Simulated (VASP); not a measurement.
Set up this calculation in VASP 6.6.1, as the native input.

| Quantity | Value |
| --- | --- |
| Task | single point |
| Functional | PBE |
| Potentials or basis | VASP PAW PBE potentials, release 64 (Cs_sv) |
| Cutoff | 520 eV |
| k mesh | 9 × 9 × 9 |
| Occupations | fermi-dirac, width 0.05 eV |
| Spin | no spin polarisation |
| Dipole correction | no |
| Further INCAR settings | ALGO = Normal; EDIFF = 1e-07; NBANDS = 10 |

The structure of Cs lies in POSCAR:

```
Cs
1.0
   -2.4744801139      2.4744801139      2.4744801139
    2.4744801139     -2.4744801139      2.4744801139
    2.4744801139      2.4744801139     -2.4744801139
Cs
1
Direct
    0.0000000000      0.0000000000      0.0000000000
```

This cell differs from its parent crystal: volume scaled by 0.52.

The input as run:

INCAR

```
SYSTEM = Cs
PREC = Accurate
ENCUT = 520
EDIFF = 1E-7
ISMEAR = -1
SIGMA = 0.05
LREAL = .False.
LASPH = .True.
NELM = 60
ALGO = Normal
ISIF = 2
LWAVE = .False.
LCHARG = .False.
GGA = PE
NBANDS = 10
```

KPOINTS

```
Automatic mesh
0
Gamma
  9 9 9
  0 0 0
```

Potentials or basis: VASP PAW PBE potentials, release 64 (Cs_sv).

Command:

```bash
$ cat potpaw_PBE.64/Cs_sv/POTCAR > POTCAR
$ mpirun -np 1 vasp_std > vasp.out
```

Results of the run:

```yaml
Pressure: 3.3 GPa
```

It took 17 s on 1 thread of Intel(R) Xeon(R) Platinum 8488C (Sapphire Rapids), on a shared host, peak memory 0.17 GiB.
